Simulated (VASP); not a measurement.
A run of VASP 6.6.1 is set up as follows.

INCAR

```
PREC     = Accurate       # precision mode
ENCUT    = 520            # plane-wave cutoff, eV
EDIFF    = 1E-6           # SCF threshold, eV
ISMEAR   = 0              # smearing method
SIGMA    = 0.1            # smearing width, eV
LREAL    = F              # projectors in reciprocal space
LASPH    = T              # aspherical terms in the spheres
NELM     = 100            # most SCF steps
ALGO     = Normal         # electronic algorithm
ISIF     = 2              # what is computed and relaxed
LWAVE    = F              # write WAVECAR
LCHARG   = T              # write CHGCAR
GGA      = PE             # functional
LELF     = T              # ELF
LVHAR    = T            
NBANDS   = 22             # bands
```

KPOINTS

```
Automatic mesh
0
Gamma
  10 10 10
```

POSCAR

```
InSb3
1.0
    0.0000000000      3.7157041471      3.7157041471
    3.7157041471      0.0000000000      3.7157041471
    3.7157041471      3.7157041471      0.0000000000
In Sb
1 3
Direct
    0.0000000000      0.0000000000      0.0000000000
    0.2500000000      0.2500000000      0.2500000000
    0.7500000000      0.7500000000      0.7500000000
    0.5000000000      0.5000000000      0.5000000000
```

Potentials or basis: VASP PAW PBE potentials, release 64 (In_d, Sb).

The run is started by

```console
$ cat potpaw_PBE.64/In_d/POTCAR potpaw_PBE.64/Sb/POTCAR > POTCAR
$ mpirun -np 1 vasp_std > vasp.out
```

(1) Estimate the band gap on the k mesh.

(2) Estimate the pressure.

Results:

(1) zero (band 14 reaches 9.98 eV, above the bottom of band 15 at 6.71 eV).

(2) 3.6 GPa.

Caveat: the cell differs from its parent crystal (strained); spin-orbit coupling is left out, which moves the levels of the heavy elements.
